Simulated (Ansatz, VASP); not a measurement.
## CdSe in VASP and in Ansatz

```
CELL_PARAMETERS angstrom
4.38337 0.00000 0.00000
-2.19168 3.79611 0.00000
0.00000 0.00000 7.15354
ATOMIC_POSITIONS crystal
Cd 0.33333 0.66667 0.00458
Cd 0.66667 0.33333 0.50458
Se 0.33333 0.66667 0.38042
Se 0.66667 0.33333 0.88042
```

Alike in both runs: functional PBE; k mesh 6 × 6 × 4; no spin polarisation.

Ansatz relaxed the structure, and its values are those at the end. VASP's run is a single point on that final structure, the one shown.

|  | VASP | Ansatz |
| --- | --- | --- |
| version | VASP 6.6.1 | Ansatz 0.2.0 |
| potentials or method | VASP PAW PBE potentials, release 64 (Cd, Se) | plane waves, PAW |
| plane-wave cutoff (eV) | 520 | 420 |
| occupations | gaussian, width 0.01 eV | fixed |
| valence electrons in the cell | 36 | 72 |

Ansatz gave:

- pressure (GPa): 0.0

Problem. Estimate VASP's values.

Solution. Pressure (GPa): 0.2.

VASP's potentials hold 36 valence electrons a cell and Ansatz's 72, so a difference there can come from the potentials and not from the codes.
